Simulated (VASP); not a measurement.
# Al (Fm-3m) in VASP: notebook

Al is run at these levels: PBEsol; tasks: relaxation of cell and atoms.

Everything below comes from runs of VASP 6.6.1. Logs are shortened: lines on timing, memory, paths and dates and some standing lists are left out, and cuts for length are marked.

## (1) The cell of the first run

Symmetry: Fm-3m, No. 225, cubic system. Conventional cell: a = 4.014 Å, b = 4.014 Å, c = 4.014 Å, α = 90.00°, β = 90.00°, γ = 90.00°. Within 3.7 Å of Al (site symmetry m-3m) lie 12 Al at 2.84 Å.

## (2) Relaxation of cell and atoms, PBEsol, target pressure 1 GPa, at which the enthalpy is minimised

Input file INCAR:

```
SYSTEM = Al
PREC = Accurate
ENCUT = 600
EDIFF = 1E-6
ISMEAR = -1
SIGMA = 0.05
LREAL = .FALSE.
LASPH = .TRUE.
NELM = 100
ALGO = Normal
ISIF = 3
LWAVE = .FALSE.
LCHARG = .FALSE.
GGA = PS
IBRION = 2
NSW = 100
EDIFFG = -0.002
PSTRESS = 10.0
```

Input file KPOINTS:

```
Automatic mesh
0
G
  24 24 24
  0 0 0
```

Input file POSCAR:

```
Al
1.0
    0.0000000000      2.0072119613      2.0072119613
    2.0072119613      0.0000000000      2.0072119613
    2.0072119613      2.0072119613      0.0000000000
Al
1
Direct
    0.0000000000      0.0000000000      0.0000000000
```

Potentials or basis: VASP PAW PBE potentials, release 64 (Al).

Command:

```
cat potpaw_PBE.64/Al/POTCAR > POTCAR
mpirun -np 1 vasp_std > vasp.out
```

OUTCAR:

```text
SYSTEM = Al
   PREC = Accurate
   ENCUT = 600
   EDIFF = 1E-6
   ISMEAR = -1
   LREAL = .FALSE.
   LASPH = .TRUE.
   NELM = 100
   ISIF = 3
   GGA = PS
   IBRION = 2
   NSW = 100
   EDIFFG = -0.002
   PSTRESS = 10.0

 ion  position               nearest neighbor table
   1  0.000  0.000  0.000-

  LATTYP: Found a face centered cubic cell.
 ALAT       =     4.0144239226

  Lattice vectors:

 A1 = (   0.0000000000,   2.0072119613,   2.0072119613)
 A2 = (   2.0072119613,   0.0000000000,   2.0072119613)
 A3 = (   2.0072119613,   2.0072119613,   0.0000000000)

Analysis of symmetry for initial positions (statically):
=====================================================================
 Subroutine PRICEL returns:
 Original cell was already a primitive cell.

 Routine SETGRP: Setting up the symmetry group for a
 face centered cubic supercell.

 Subroutine GETGRP returns: Found 48 space group operations
 (whereof 48 operations were pure point group operations)
 out of a pool of 48 trial point group operations.

The static configuration has the point symmetry O_h .

Analysis of symmetry for dynamics (positions and initial velocities):
=====================================================================
 Subroutine PRICEL returns:
 Original cell was already a primitive cell.

 Routine SETGRP: Setting up the symmetry group for a
 face centered cubic supercell.

 Subroutine GETGRP returns: Found 48 space group operations
 (whereof 48 operations were pure point group operations)
 out of a pool of 48 trial point group operations.

The dynamic configuration has the point symmetry O_h .

 Subroutine INISYM returns: Found 48 space group operations
 (whereof 48 operations are pure point group operations),
 and found     1 'primitive' translations

----------------------------------------------------------------------------------------

                                     Primitive cell

  volume of cell :      16.1737

  direct lattice vectors                    reciprocal lattice vectors
     0.000000000  2.007211961  2.007211961    -0.249101744  0.249101744  0.249101744
     2.007211961  0.000000000  2.007211961     0.249101744 -0.249101744  0.249101744
     2.007211961  2.007211961  0.000000000     0.249101744  0.249101744 -0.249101744

  length of vectors
     2.838626378  2.838626378  2.838626378     0.431456877  0.431456877  0.431456877

  position of ions in fractional coordinates (direct lattice)
     0.000000000  0.000000000  0.000000000

  ion indices of the primitive-cell ions
   primitive index   ion index
                 1           1

----------------------------------------------------------------------------------------

 KPOINTS: Automatic mesh

Automatic generation of k-mesh.
 Grid dimensions read from file:
 generate k-points for:   24   24   24

 Generating k-lattice:

  Cartesian coordinates                     Fractional coordinates (reciprocal lattice)
    -0.010379239  0.010379239  0.010379239     0.041666667  0.000000000  0.000000000
     0.010379239 -0.010379239  0.010379239     0.000000000  0.041666667  0.000000000
     0.010379239  0.010379239 -0.010379239     0.000000000  0.000000000  0.041666667

  Length of vectors
     0.017977370  0.017977370  0.017977370

  Shift w.r.t. Gamma in fractional coordinates (k-lattice)
     0.000000000  0.000000000  0.000000000

 Subroutine IBZKPT returns following result:
 ===========================================

 Found    413 irreducible k-points:

 Following reciprocal coordinates:
            Coordinates               Weight
  0.000000  0.000000  0.000000      1.000000
  0.041667  0.000000  0.000000      8.000000
  0.083333  0.000000  0.000000      8.000000
  0.125000  0.000000  0.000000      8.000000
  0.166667  0.000000  0.000000      8.000000
  0.208333  0.000000  0.000000      8.000000
[... 16 lines left out ...]
  0.416667  0.041667  0.000000     24.000000
  0.458333  0.041667  0.000000     24.000000
 [... further k-points ...]
   k-points           NKPTS =    413   k-points in BZ     NKDIM =    413   number of bands    NBANDS=      5
   number of dos      NEDOS =    301   number of ions     NIONS =      1
   total plane-waves  NPLWV =  13824
   dimension x,y,z NGX =    24 NGY =   24 NGZ =   24
   dimension x,y,z NGXF=    48 NGYF=   48 NGZF=   48
   ions per type =               1
   NGX,Y,Z   is equivalent  to a cutoff of  14.06, 14.06, 14.06 a.u.
   NGXF,Y,Z  is equivalent  to a cutoff of  28.11, 28.11, 28.11 a.u.
 SYSTEM =  Al
   PREC   = accura    normal or accurate (medium, high low for compatibility)
   ISTART =      0    job   : 0-new  1-cont  2-samecut
   ICHARG =      2    charge: 1-file 2-atom 10-const
   ISPIN  =      1    spin polarized calculation?
   LNONCOLLINEAR =      F non collinear calculations
   LSORBIT =      F    spin-orbit coupling
   LASPH  =      T    aspherical Exc in radial PAW
   ENCUT  =  600.0 eV  44.10 Ry    6.64 a.u.   5.67  5.67  5.67*2*pi/ulx,y,z
   NELM   =    100;   NELMIN=  2; NELMDL= -5     # of ELM steps
   EDIFF  = 0.1E-05   stopping-criterion for ELM
   LREAL  =      F    real-space projection
   EDIFFG = -.2E-02   stopping-criterion for IOM
   NSW    =    100    number of steps for IOM
   IBRION =      2    ionic relax: 0-MD 1-quasi-New 2-CG
   NFREE  =      1    steps in history (QN), initial steepest desc. (CG)
   ISIF   =      3    stress and relaxation
   ISYM   =      2    0-nonsym 1-usesym 2-fastsym
   POTIM  = 0.5000    time-step for ionic-motion
   TEBEG  =    0.0;   TEEND  =   0.0 temperature during run
   PSTRESS=   10.0 pullay stress
   NELECT =       3.0000    total number of electrons
   NUPDOWN=      -1.0000    fix difference up-down
   EMIN   =  10.00;   EMAX   =-10.00  energy-range for DOS
   EFERMI =   0.00;   METHOD = LEGACY
   ISMEAR =    -1;   SIGMA  =   0.05  broadening in eV -4-tet -1-fermi 0-gaus
   EFERMI_NEDOS =   21; number of points for ismear=-14 and -15
   IALGO  =     38    algorithm
   IMIX   =      4    mixing-type and parameters
     AMIX     =   0.40;   BMIX     =  1.00
     AMIX_MAG =   1.60;   BMIX_MAG =  1.00
  volume/ion in A,a.u.               =      16.17       109.15
  Fermi-wavevector in a.u.,A,eV,Ry     =   0.933638  1.764321 11.859934  0.871681
  Thomas-Fermi vector in A             =   2.060361
   LORBIT       =      0    0 simple, 1 ext, 2 COOP (PROOUT), +10 PAW based schemes
   GGA     = PS    functional components
   LHFCALC =     F    Hartree Fock is set to
   AEXX    =    0.0000 exact exchange contribution
   IVDW    =     0    specifies the selected vdW correction
   LEPSILON=     F    determine dielectric tensor
   LRPA    =     F    only Hartree local field effects (RPA)
 conjugate gradient relaxation of ions
 non-spin polarized calculation
  energy-cutoff  :      600.00
  volume of cell :       16.17
 maximum number of plane-waves:       560
   NGX = 11   NGY = 11   NGZ = 11

--------------------------------------- Ionic step        1  -------------------------------------------

 number of electron       3.0000000 magnetization

 Free energy of the ion-electron system (eV)
  ---------------------------------------------------
  ext. energy  EPLUGINS =         0.00000000
  ---------------------------------------------------
  free energy    TOTEN  =        -4.09258258 eV

  energy without entropy =       -4.08881077  energy(sigma->0) =       -4.09069668

------------------------ aborting loop because EDIFF is reached ----------------------------------------

  FORCE on cell =-STRESS in cart. coord.  units (eV):
  Direction    XX          YY          ZZ          XY          YZ          ZX
  --------------------------------------------------------------------------------------
  -------------------------------------------------------------------------------------
  Total        0.0029257      0.0029257      0.0029257     -0.0000000      0.0000000      0.0000000
  in kB        0.2898252      0.2898252      0.2898252     -0.0000000      0.0000000      0.0000000
  external PRESSURE =      -9.7101748 kB  Pullay stress =      10.0000000 kB
[... 59 lines left out ...]
  enthalpy is  TOTEN    =        -3.9921774475 eV   P V=        0.0995229733

--------------------------------------- Ionic step        3  -------------------------------------------

 number of electron       3.0000000 magnetization

 Free energy of the ion-electron system (eV)
  ---------------------------------------------------
  ext. energy  EPLUGINS =         0.00000000
  ---------------------------------------------------
  free energy    TOTEN  =        -4.09199042 eV

  energy without entropy =       -4.08829665  energy(sigma->0) =       -4.09014353

 E-fermi :   8.2936     XC(G=0): -10.3726

 val. band max:        8.2839712527   @ k =  -0.4167   0.3750   0.0000
 cond. band min:       8.2979808529   @ k =  -0.4583   0.3333   0.0417
 fundamental gap:      0.0140096002
 Fermi energy:         8.2935885696

 k-point     1 :       0.0000    0.0000    0.0000
  band No.  band energies     occupation
      1      -3.0674      2.00000
      2      21.0524      0.00000
      3      21.0524      0.00000
      4      21.0524      0.00000
      5      22.7859      0.00000

 k-point     2 :       0.0417    0.0000    0.0000
  band No.  band energies     occupation
      1      -3.0193      2.00000
      2      20.0782      0.00000
      3      20.8788      0.00000
      4      20.8788      0.00000
      5      23.0357      0.00000
[... 169 lines left out ...]
 k-point    24 :       0.4583    0.0417    0.0000
  band No.  band energies     occupation
      1       2.3485      2.00000
      2       5.3069      2.00000
      3      18.7244      0.00000
      4      19.2299      0.00000
      5      19.9810      0.00000

 [... further k-points ...]

------------------------ aborting loop because EDIFF is reached ----------------------------------------

  FORCE on cell =-STRESS in cart. coord.  units (eV):
  Direction    XX          YY          ZZ          XY          YZ          ZX
  --------------------------------------------------------------------------------------
  -------------------------------------------------------------------------------------
  Total        0.0999903      0.0999903      0.0999903     -0.0000000     -0.0000000      0.0000000
  in kB       10.0207192     10.0207192     10.0207192     -0.0000000     -0.0000000      0.0000000
  external PRESSURE =       0.0207192 kB  Pullay stress =      10.0000000 kB
[... 16 lines left out ...]
  FREE ENERGIE OF THE ION-ELECTRON SYSTEM (eV)
  ---------------------------------------------------
  free  energy   TOTEN  =        -4.0919904205 eV

  energy  without entropy=       -4.0882966466  energy(sigma->0) =       -4.09014353

  enthalpy is  TOTEN    =        -3.9922068232 eV   P V=        0.0997835973

 reached required accuracy - stopping structural energy minimisation
```

Wall time 33 s (1 thread of Intel Xeon 8259CL, shared host); peak memory 0.17 GiB.

What came out:

| Quantity | Value |
| --- | --- |
| Free energy | -4.0920 eV |
| Relaxed volume | 15.99 Å³/atom |
| Relaxed cell | a = 2.828 Å, b = 2.828 Å, c = 2.828 Å, α = 60.00°, β = 60.00°, γ = 60.00° |
| Space group after relaxing (to 0.1 Å) | Fm-3m (No. 225) |
| Energy change on relaxing (the run minimises the enthalpy) | +0.6 meV/atom |
| Ionic steps | 3 |
| Pressure after relaxing | 1.0 GPa |
| Band gap on the k mesh | zero (an odd number of electrons rules out a gap without spin polarisation) |

The path:
```csv
step,energy change (eV),largest force (eV/Å),pressure (GPa),volume (Å³)
1,0.0000,0.0000,0.03,16.17
2,0.0009,0.0000,1.23,15.95
3,0.0006,0.0000,1.00,15.99
```

Final structure:
```
Al
1.0
     0.00000    1.99946    1.99946
     1.99946    0.00000    1.99946
     1.99946    1.99946    0.00000
Al
1
Cartesian
  0.0000 0.0000 0.0000
```

Caveat: the cell is relaxed towards a set pressure, so the run minimises the enthalpy, not the energy; the PAW data sets were made with another functional, which shifts forces and pressure a little.

## (3) Relaxation of cell and atoms, PBEsol, target pressure 2 GPa, at which the enthalpy is minimised

Input file INCAR:

```
SYSTEM = Al
ALGO = Normal
EDIFF = 1E-6
EDIFFG = -0.002
ENCUT = 600
GGA = PS
IBRION = 2
ISIF = 3
ISMEAR = -1
LASPH = .TRUE.
LCHARG = .FALSE.
LREAL = .FALSE.
LWAVE = .FALSE.
NELM = 100
NSW = 100
PREC = Accurate
PSTRESS = 20.0
SIGMA = 0.05
```

Input file KPOINTS:

```
k-points
0
G
  24 24 24
  0 0 0
```

POSCAR is that of step 2.

Potentials or basis: VASP PAW PBE potentials, release 64 (Al).

Command:

```
cat potpaw_PBE.64/Al/POTCAR > POTCAR
mpirun -np 1 vasp_std > vasp.out
```

It took 34 s on 1 thread of Intel Xeon 8259CL, shared host; peak memory 0.17 GiB.

It converged, with:

```yaml
Free_energy: -4.0903 eV
Relaxed_volume: 15.81 Å³/atom
Relaxed_cell: a = 2.817 Å, b = 2.817 Å, c = 2.817 Å, α = 60.00°, β = 60.00°, γ = 60.00°
Space_group_after_relaxing_to_0.1_Å: Fm-3m (No. 225)
Energy_change_on_relaxing_the_run_minimises_the_enthalpy: +2.3 meV/atom
Ionic_steps: 3
Pressure_after_relaxing: 2.0 GPa
Band_gap_on_the_k_mesh: zero (an odd number of electrons rules out a gap without spin polarisation)
```

The path:
| step | energy change (eV) | largest force (eV/Å) | pressure (GPa) | volume (Å³) |
| --- | --- | --- | --- | --- |
| 1 | 0.0000 | 0.0000 | 0.03 | 16.17 |
| 2 | 0.0036 | 0.0000 | 2.55 | 15.71 |
| 3 | 0.0023 | 0.0000 | 2.00 | 15.81 |

Final structure:
```yaml
crystal:
  lattice:
    - [0.00000, 1.99192, 1.99192]
    - [1.99192, 0.00000, 1.99192]
    - [1.99192, 1.99192, 0.00000]
  atoms:
    - { symbol: Al, position: [0.00000, 0.00000, 0.00000] }
```

Levels at points of the mesh, in eV from the Fermi level:
```tsv
k point	band 1	band 2	band 3	band 4	band 5
(0.00, 0.00, 0.00)	-11.44	12.82	12.82	12.82	14.64
(0.50, 0.00, 0.00)	-4.78	-4.45	11.62	11.62	11.85
(0.50, 0.50, 0.00)	-3.04	-1.63	5.25	5.78	5.78
```

Caveat: the cell is relaxed towards a set pressure, so the run minimises the enthalpy, not the energy; the PAW data sets were made with another functional, which shifts forces and pressure a little.
